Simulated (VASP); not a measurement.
# Zn5O3 in VASP: a series of runs

The runs below take Zn5O3 through single point, with PBE.

Everything below comes from runs of VASP 6.6.1. Logs are shortened: lines on timing, memory, paths and dates and some standing lists are left out, and cuts for length are marked.

## 1. The cell of the first run

Symmetry: P3m1, No. 156, trigonal system. The conventional cell has a = 3.223 Å, b = 3.223 Å, c = 12.047 Å, α = 90.00°, β = 90.00°, γ = 120.00°. Zn (site symmetry 3m) has 4 O at 1.97 to 2.00 Å within 2.6 Å. Zn (site symmetry 3m) has 3 O at 2.03 Å and 3 Zn at 2.80 Å within 2.8 Å. Zn (site symmetry 3m) has 4 O at 1.97 to 2.00 Å within 2.6 Å. Within 2.6 Å of Zn (site symmetry 3m) lie 1 O at 1.97 Å and 3 Zn at 2.59 Å. Within 3.5 Å of Zn (site symmetry 3m) lie 12 Zn at 2.59 to 3.22 Å and 3 O at 3.44 Å. Within 2.6 Å of O (site symmetry 3m) lie 4 Zn at 1.97 to 2.00 Å. O (site symmetry 3m) has 4 Zn at 1.97 to 2.03 Å within 2.6 Å. O (site symmetry 3m) has 4 Zn at 1.97 to 2.00 Å within 2.6 Å.

## 2. Single point, PBE

INCAR

```
SYSTEM = Zn5O3
PREC = Accurate
ENCUT = 520
EDIFF = 1E-6
ISMEAR = 0
SIGMA = 0.2
LREAL = .False.
LASPH = .True.
NELM = 80
ALGO = Normal
ISIF = 2
LWAVE = .False.
LCHARG = .False.
GGA = PE
NBANDS = 49
```

KPOINTS

```
regular mesh
0
Gamma
  6 6 2
  0 0 0
```

POSCAR

```
Zn5O3
1.0
    3.2233083517      0.0000000000      0.0000000000
   -1.6116541758      2.7914669168      0.0000000000
    0.0000000000      0.0000000000     12.0466461605
Zn O
5 3
Direct
    0.0000000000      0.0000000000      0.4336520755
    0.3333333333      0.6666666667      0.6636765994
    0.3333333333      0.6666666667      0.2098097782
    0.0000000000      0.0000000000     -0.0135513442
    0.6666666667      0.3333333333      0.8371631555
    0.3333333333      0.6666666667      0.3732165478
    0.0000000000      0.0000000000      0.5971902891
    0.0000000000      0.0000000000      0.1498428987
```

Potentials or basis: VASP PAW PBE potentials, release 64 (Zn, O).

Launch:

```sh
$ cat potpaw_PBE.64/Zn/POTCAR potpaw_PBE.64/O/POTCAR > POTCAR
$ mpirun -np 1 vasp_std > vasp.out
```

OUTCAR:

```text
SYSTEM = Zn5O3
   PREC = Accurate
   ENCUT = 520
   EDIFF = 1E-6
   ISMEAR = 0
   LREAL = .False.
   LASPH = .True.
   NELM = 80
   ISIF = 2
   GGA = PE

 ion  position               nearest neighbor table
   1  0.000  0.000  0.434-   7 1.97   6 2.00   6 2.00   6 2.00
   2  0.333  0.667  0.664-   7 2.03   7 2.03   7 2.03   5 2.80   5 2.80   5 2.80
   3  0.333  0.667  0.210-   6 1.97   8 2.00   8 2.00   8 2.00
   4  0.000  0.000  0.986-   8 1.97   5 2.59   5 2.59   5 2.59
   5  0.667  0.333  0.837-   4 2.59   4 2.59   4 2.59   2 2.80   2 2.80   2 2.80
   6  0.333  0.667  0.373-   3 1.97   1 2.00   1 2.00   1 2.00
   7  0.000  0.000  0.597-   1 1.97   2 2.03   2 2.03   2 2.03
   8  0.000  0.000  0.150-   4 1.97   3 2.00   3 2.00   3 2.00

  LATTYP: Found a hexagonal cell.
 ALAT       =     3.2233083517
 C/A-ratio  =     3.7373545581

  Lattice vectors:

 A1 = (   3.2233083517,   0.0000000000,   0.0000000000)
 A2 = (  -1.6116541758,   2.7914669168,   0.0000000000)
 A3 = (   0.0000000000,   0.0000000000,  12.0466461605)

Analysis of symmetry for initial positions (statically):
=====================================================================
 Subroutine PRICEL returns:
 Original cell was already a primitive cell.

 Routine SETGRP: Setting up the symmetry group for a
 hexagonal supercell.

 Subroutine GETGRP returns: Found  6 space group operations
 (whereof  6 operations were pure point group operations)
 out of a pool of 24 trial point group operations.

The static configuration has the point symmetry C_3v.

Analysis of symmetry for dynamics (positions and initial velocities):
=====================================================================
 Subroutine PRICEL returns:
 Original cell was already a primitive cell.

 Routine SETGRP: Setting up the symmetry group for a
 hexagonal supercell.

 Subroutine GETGRP returns: Found  6 space group operations
 (whereof  6 operations were pure point group operations)
 out of a pool of 24 trial point group operations.

The dynamic configuration has the point symmetry C_3v.

 Subroutine INISYM returns: Found  6 space group operations
 (whereof  6 operations are pure point group operations),
 and found     1 'primitive' translations

----------------------------------------------------------------------------------------

                                     Primitive cell

  volume of cell :     108.3928

  direct lattice vectors                    reciprocal lattice vectors
     3.223308352  0.000000000  0.000000000     0.310240253  0.179117294  0.000000000
    -1.611654176  2.791466917  0.000000000     0.000000000  0.358234588  0.000000000
     0.000000000  0.000000000 12.046646160     0.000000000  0.000000000  0.083010656

  length of vectors
     3.223308352  3.223308352 12.046646160     0.358234588  0.358234588  0.083010656

  position of ions in fractional coordinates (direct lattice)
     0.000000000  0.000000000  0.433652075
     0.333333333  0.666666667  0.663676599
     0.333333333  0.666666667  0.209809778
     0.000000000  0.000000000  0.986448656
     0.666666667  0.333333333  0.837163156
     0.333333333  0.666666667  0.373216548
     0.000000000  0.000000000  0.597190289
     0.000000000  0.000000000  0.149842899

  ion indices of the primitive-cell ions
   primitive index   ion index
                 1           1
                 2           2
                 3           3
                 4           4
                 5           5
                 6           6
                 7           7
                 8           8

----------------------------------------------------------------------------------------

 KPOINTS: regular mesh

Automatic generation of k-mesh.
 Grid dimensions read from file:
 generate k-points for:    6    6    2

 Generating k-lattice:

  Cartesian coordinates                     Fractional coordinates (reciprocal lattice)
     0.051706709  0.029852882  0.000000000     0.166666667  0.000000000  0.000000000
     0.000000000  0.059705765  0.000000000     0.000000000  0.166666667  0.000000000
     0.000000000  0.000000000  0.041505328     0.000000000  0.000000000  0.500000000

  Length of vectors
     0.059705765  0.059705765  0.041505328

  Shift w.r.t. Gamma in fractional coordinates (k-lattice)
     0.000000000  0.000000000  0.000000000

 Subroutine IBZKPT returns following result:
 ===========================================

 Found     14 irreducible k-points:

 Following reciprocal coordinates:
            Coordinates               Weight
  0.000000  0.000000  0.000000      1.000000
  0.166667 -0.000000  0.000000      6.000000
  0.333333 -0.000000  0.000000      6.000000
  0.500000 -0.000000  0.000000      3.000000
  0.166667  0.166667  0.000000      6.000000
  0.333333  0.166667  0.000000     12.000000
  0.333333  0.333333  0.000000      2.000000
  0.000000  0.000000  0.500000      1.000000
  0.166667 -0.000000  0.500000      6.000000
  0.333333 -0.000000  0.500000      6.000000
  0.500000 -0.000000  0.500000      3.000000
  0.166667  0.166667  0.500000      6.000000
  0.333333  0.166667  0.500000     12.000000
  0.333333  0.333333  0.500000      2.000000
   k-points           NKPTS =     14   k-points in BZ     NKDIM =     14   number of bands    NBANDS=     49
   number of dos      NEDOS =    301   number of ions     NIONS =      8
   total plane-waves  NPLWV =  51840
   dimension x,y,z NGX =    24 NGY =   24 NGZ =   90
   dimension x,y,z NGXF=    48 NGYF=   48 NGZF=  180
   ions per type =               5   3
   NGX,Y,Z   is equivalent  to a cutoff of  12.38, 12.38, 12.42 a.u.
   NGXF,Y,Z  is equivalent  to a cutoff of  24.76, 24.76, 24.84 a.u.
 SYSTEM =  Zn5O3
   PREC   = accura    normal or accurate (medium, high low for compatibility)
   ISTART =      0    job   : 0-new  1-cont  2-samecut
   ICHARG =      2    charge: 1-file 2-atom 10-const
   ISPIN  =      1    spin polarized calculation?
   LNONCOLLINEAR =      F non collinear calculations
   LSORBIT =      F    spin-orbit coupling
   LASPH  =      T    aspherical Exc in radial PAW
   ENCUT  =  520.0 eV  38.22 Ry    6.18 a.u.   5.99  5.99 22.40*2*pi/ulx,y,z
   NELM   =     80;   NELMIN=  2; NELMDL= -5     # of ELM steps
   EDIFF  = 0.1E-05   stopping-criterion for ELM
   LREAL  =      F    real-space projection
   EDIFFG = 0.1E-04   stopping-criterion for IOM
   NSW    =      0    number of steps for IOM
   IBRION =     -1    ionic relax: 0-MD 1-quasi-New 2-CG
   NFREE  =      0    steps in history (QN), initial steepest desc. (CG)
   ISIF   =      2    stress and relaxation
   ISYM   =      2    0-nonsym 1-usesym 2-fastsym
   POTIM  = 0.5000    time-step for ionic-motion
   TEBEG  =    0.0;   TEEND  =   0.0 temperature during run
   PSTRESS=    0.0 pullay stress
   NELECT =      78.0000    total number of electrons
   NUPDOWN=      -1.0000    fix difference up-down
   EMIN   =  10.00;   EMAX   =-10.00  energy-range for DOS
   EFERMI =   0.00;   METHOD = LEGACY
   ISMEAR =     0;   SIGMA  =   0.20  broadening in eV -4-tet -1-fermi 0-gaus
   EFERMI_NEDOS =   21; number of points for ismear=-14 and -15
   IALGO  =     38    algorithm
   IMIX   =      4    mixing-type and parameters
     AMIX     =   0.40;   BMIX     =  1.00
     AMIX_MAG =   1.60;   BMIX_MAG =  1.00
  volume/ion in A,a.u.               =      13.55        91.43
  Fermi-wavevector in a.u.,A,eV,Ry     =   1.467032  2.772288 29.282219  2.152182
  Thomas-Fermi vector in A             =   2.582698
   LORBIT       =      0    0 simple, 1 ext, 2 COOP (PROOUT), +10 PAW based schemes
   GGA     = PE    functional components
   LHFCALC =     F    Hartree Fock is set to
   AEXX    =    0.0000 exact exchange contribution
   IVDW    =     0    specifies the selected vdW correction
   LEPSILON=     F    determine dielectric tensor
   LRPA    =     F    only Hartree local field effects (RPA)
 non-spin polarized calculation
 Gauss-broadening in eV      SIGMA  =   0.20
  energy-cutoff  :      520.00
  volume of cell :      108.39
 maximum number of plane-waves:      2976
 NGX is ok and might be reduce to    24
   NGX = 11   NGY = 11   NGZ = 45

 number of electron      78.0000070 magnetization

 Free energy of the ion-electron system (eV)
  ---------------------------------------------------
  ext. energy  EPLUGINS =         0.00000000
  ---------------------------------------------------
  free energy    TOTEN  =       -28.17618196 eV

  energy without entropy =      -28.14756746  energy(sigma->0) =      -28.16187471

 E-fermi :   2.0565     XC(G=0): -10.7962

 val. band max:        2.0138009543   @ k =   0.0000   0.0000   0.0000
 cond. band min:       2.7234816073   @ k =   0.3333   0.1667   0.0000
 fundamental gap:      0.7096806530
 Fermi energy:         2.0565465580

 k-point     1 :       0.0000    0.0000    0.0000
  band No.  band energies     occupation
      1     -17.0954      2.00000
      2     -16.7282      2.00000
      3     -16.4092      2.00000
      4      -6.1254      2.00000
      5      -5.3909      2.00000
      6      -5.1360      2.00000
[... 41 lines left out ...]
     48      13.3412      0.00000
     49      13.4454      0.00000

 k-point     2 :       0.1667   -0.0000    0.0000
  band No.  band energies     occupation
      1     -16.9704      2.00000
      2     -16.6144      2.00000
      3     -16.3192      2.00000
      4      -5.7738      2.00000
      5      -5.3283      2.00000
      6      -5.1987      2.00000
[... 41 lines left out ...]
     48      11.8709      0.00000
     49      12.6237      0.00000

 k-point     3 :       0.3333   -0.0000    0.0000
  band No.  band energies     occupation
      1     -16.7084      2.00000
      2     -16.3748      2.00000
      3     -16.1372      2.00000
      4      -5.4390      2.00000
      5      -5.3408      2.00000
      6      -5.2505      2.00000
[... 561 lines left out ...]
     48       9.4031      0.00000
     49       9.9966      0.00000

 k-point    14 :       0.3333    0.3333    0.5000
  band No.  band energies     occupation
      1     -16.5075      2.00000
      2     -16.1871      2.00000
      3     -16.0031      2.00000
      4      -5.2837      2.00000
      5      -5.2693      2.00000
      6      -5.1689      2.00000
[... 41 lines left out ...]
     48       9.0472      0.00000
     49       9.3969      0.00000

------------------------ aborting loop because EDIFF is reached ----------------------------------------

  FORCE on cell =-STRESS in cart. coord.  units (eV):
  Direction    XX          YY          ZZ          XY          YZ          ZX
  --------------------------------------------------------------------------------------
  -------------------------------------------------------------------------------------
  Total        0.6337589      0.6337589      0.6715248      0.0000000      0.0000000     -0.0000000
  in kB        9.3677249      9.3677249      9.9259522      0.0000000      0.0000000     -0.0000000
  external PRESSURE =       9.5538007 kB  Pullay stress =       0.0000000 kB

 VOLUME and BASIS-vectors are now :
 -----------------------------------------------------------------------------
  energy-cutoff  :      520.00
  volume of cell :      108.39
      direct lattice vectors                 reciprocal lattice vectors
     3.223308352  0.000000000  0.000000000     0.310240253  0.179117294  0.000000000
    -1.611654176  2.791466917  0.000000000     0.000000000  0.358234588  0.000000000
     0.000000000  0.000000000 12.046646160     0.000000000  0.000000000  0.083010656

 POSITION                                       TOTAL-FORCE (eV/Angst)
 -----------------------------------------------------------------------------------
      0.00000      0.00000      5.22405        -0.000000     -0.000000     -0.013863
     -0.00000      1.86098      7.99508        -0.000000     -0.000000      0.040105
     -0.00000      1.86098      2.52750        -0.000000     -0.000000      0.006159
      0.00000      0.00000     11.88340         0.000000      0.000000     -0.059543
      1.61165      0.93049     10.08501         0.000000     -0.000000      0.002970
     -0.00000      1.86098      4.49601         0.000000     -0.000000      0.000972
      0.00000      0.00000      7.19414         0.000000      0.000000      0.022903
      0.00000      0.00000      1.80510         0.000000     -0.000000      0.000298
 -----------------------------------------------------------------------------------
    total drift:                                0.000000     -0.000001      0.001382

  FREE ENERGIE OF THE ION-ELECTRON SYSTEM (eV)
  ---------------------------------------------------
  free  energy   TOTEN  =       -28.1761819646 eV

  energy  without entropy=      -28.1475674574  energy(sigma->0) =      -28.16187471
```

Wall time 96 s (1 thread of Intel Xeon 6975P-C (Granite Rapids), shared host); peak memory 0.23 GiB.

Results:

| Property | Result |
| --- | --- |
| Free energy | -28.1762 eV |
| Pressure | 1.0 GPa |
| Largest force | 0.060 eV/Å |
| Band gap on the k mesh | zero (bands 39 and 40 overlap by 0.08 eV) |

Forces in eV/Å, atoms in the order of the input:
```
Zn   0.000  0.000 -0.014
Zn   0.000  0.000  0.040
Zn   0.000  0.000  0.006
Zn   0.000  0.000 -0.060
Zn   0.000  0.000  0.003
O    0.000  0.000  0.001
O    0.000  0.000  0.023
O    0.000  0.000  0.000
```

Caveat: the k points lie up to 0.38 Å⁻¹ apart; semilocal functionals underestimate gaps, so a narrow gap can read as zero.

## 3. Single point, PBE

INCAR

```
ALGO = Normal ; EDIFF = 1E-6
ENCUT = 520 ; GGA = PE
ISIF = 2 ; ISMEAR = 0
LASPH = T ; LCHARG = F
LREAL = F ; LWAVE = F
NBANDS = 49 ; NELM = 100
PREC = Accurate ; SIGMA = 0.2
```

KPOINTS

```
k-points
0
Gamma
  6 6 2
```

POSCAR

```
Zn5O3
1.0
    3.2062471006      0.0000000000      0.0000000000
   -1.6031235503      2.7766914400      0.0000000000
    0.0000000000      0.0000000000     12.1878850727
Zn O
5 3
Direct
    1.0000000000      1.0000000000      0.4337276506
    0.3333333333      0.6666666667      0.6619535377
    0.3333333333      0.6666666667      0.2114032447
    1.0000000000      1.0000000000      0.9893897331
    0.6666666667      0.3333333333      0.8359060977
    0.3333333333      0.6666666667      0.3726255890
    1.0000000000      1.0000000000      0.5950230931
    1.0000000000      1.0000000000      0.1509710541
```

Potentials or basis: VASP PAW PBE potentials, release 64 (Zn, O).

Launch:

```sh
$ cat potpaw_PBE.64/Zn/POTCAR potpaw_PBE.64/O/POTCAR > POTCAR
$ mpirun -np 1 vasp_std > vasp.out
```

Wall time 98 s (1 thread of Intel Xeon 6975P-C (Granite Rapids), shared host); peak memory 0.24 GiB.

It converged, with:

```yaml
Free_energy: -28.1623 eV
Pressure: 0.9 GPa
Largest_force: 0.228 eV/Å
Band_gap_on_the_k_mesh: zero (bands 39 and 40 overlap by 0.08 eV)
```

Forces on the atoms (eV/Å):
```
Zn   0.000  0.000 -0.036
Zn   0.000  0.000  0.088
Zn   0.000  0.000  0.015
Zn   0.000  0.000 -0.228
Zn   0.000  0.000  0.128
O    0.000  0.000  0.018
O    0.000  0.000  0.075
O    0.000  0.000 -0.059
```

Stress tensor (GPa, compression positive):
```
 1.42  0.00  0.00
 0.00  1.42  0.00
 0.00  0.00 -0.03
```

Levels at points of the mesh, in eV from the Fermi level:
```
           k point  band 35  band 36  band 37  band 38  band 39  band 40  band 41  band 42  band 43  band 44
(0.00, 0.00, 0.00)    -1.76    -1.76    -1.37    -1.37    -1.22    -0.17     2.58     2.92     5.45     7.23
(0.50, 0.00, 0.00)    -2.86    -2.70    -2.14    -2.12    -1.91     0.74     1.98     4.39     4.88     5.51
(0.00, 0.00, 0.50)    -2.01    -1.76    -1.76    -1.37    -1.37     0.80     1.36     3.91     4.90     7.97
(0.50, 0.00, 0.50)    -2.94    -2.72    -2.11    -2.03    -1.99     0.67     2.08     4.36     4.76     5.69
```

Caveat: the k points lie up to 0.38 Å⁻¹ apart; semilocal functionals underestimate gaps, so a narrow gap can read as zero.

## 4. Single point, PBE

This run uses another cell than the first one, of 13.59 Å³/atom.

INCAR

```
ALGO = Normal
EDIFF = 1E-6
ENCUT = 520
GGA = PE
ISIF = 2
ISMEAR = 0
LASPH = T
LCHARG = F
LREAL = F
LWAVE = F
NBANDS = 49
NELM = 100
PREC = Accurate
SIGMA = 0.2
```

KPOINTS is that of step 3.

POSCAR

```
Zn5O3
1.0
    3.2505262063      0.0063629047      0.0040665135
   -1.6193907555      2.7737760786     -0.0016877805
    0.0193277314      0.0016827026     12.0458625415
Zn O
5 3
Direct
    0.9996452661      1.0006381198      0.4333984883
    0.3337987102      0.6689938842      0.6632836256
    0.3363365771      0.6703446644      0.2097983724
    0.9978936445      0.9961693137      0.9865826760
    0.6635079018      0.3272407052      0.8374164419
    0.3369807224      0.6718259724      0.3733040790
    0.9982122262      0.9988066196      0.5971715735
    1.0002916185      0.9993140540      0.1500447434
```

Launch:

```sh
$ cat potpaw_PBE.64/Zn/POTCAR potpaw_PBE.64/O/POTCAR > POTCAR
$ mpirun -np 1 vasp_std > vasp.out
```

Run time: 4.4 min. Hardware: 1 thread of Intel Xeon 6975P-C (Granite Rapids), shared host; peak memory 0.3 GiB.

Results (log left out):

```yaml
Free_energy: -28.1775 eV
Pressure: 0.7 GPa
Largest_force: 0.058 eV/Å
Band_gap_on_the_k_mesh: zero (bands 39 and 40 overlap by 0.15 eV)
```

Forces in eV/Å, atoms in the order of the input:
```
Zn   0.000 -0.002 -0.003
Zn   0.000  0.000  0.044
Zn   0.000  0.001 -0.002
Zn  -0.001  0.001 -0.058
Zn  -0.001  0.001 -0.006
O    0.001  0.002  0.003
O    0.001 -0.002  0.015
O    0.001 -0.001  0.008
```

Stress tensor (GPa, compression positive):
```
 0.58 -0.03 -0.06
-0.03  0.69  0.01
-0.06  0.01  0.83
```

Levels at points of the mesh, in eV from the Fermi level:
```csv
k point,band 37,band 38,band 39,band 40,band 41,band 42
"(0.00, 0.00, 0.00)",-1.35,-1.31,-1.08,-0.06,2.65,3.06
"(0.50, 0.00, 0.00)",-2.18,-2.06,-1.90,0.83,2.11,4.45
"(0.00, 0.50, 0.00)",-2.12,-2.06,-1.84,0.96,2.13,4.42
"(0.50, 0.50, 0.00)",-2.15,-2.08,-1.87,0.84,2.14,4.44
"(0.00, 0.00, 0.50)",-1.69,-1.35,-1.31,0.90,1.50,3.94
"(0.50, 0.00, 0.50)",-2.06,-2.04,-2.00,0.75,2.22,4.45
"(0.00, 0.50, 0.50)",-2.12,-1.96,-1.91,0.88,2.23,4.41
"(0.50, 0.50, 0.50)",-2.07,-2.02,-1.97,0.77,2.24,4.45
```

Caveat: the k points lie up to 0.37 Å⁻¹ apart; semilocal functionals underestimate gaps, so a narrow gap can read as zero.

## 5. Summary

```csv
cell,gap on the mesh (eV),pressure (GPa),largest force (eV/Å)
"a = 3.223, b = 3.223, c = 12.047 Å, angles 90.0, 90.0, 120.0°, 8 atoms, atomic positions A",none,1.0,0.06
"a = 3.206, b = 3.206, c = 12.188 Å, angles 90.0, 90.0, 120.0°, 8 atoms, atomic positions B",none,0.9,0.23
"a = 3.251, b = 3.212, c = 12.046 Å, angles 90.1, 89.8, 120.2°, 8 atoms, atomic positions C",none,0.7,0.06
```

Alike in all rows: task single point; level PBE; potentials or basis VASP PAW PBE potentials, release 64 (Zn, O); no spin polarisation; k mesh 6 × 6 × 2; cutoff (eV) 520; smearing gaussian 0.2 eV.

Caveats: all runs use coarse meshes; semilocal functionals underestimate gaps, so a narrow gap can read as zero.

Total energies depend on the potentials used, so only differences within one code and one set of settings carry meaning.
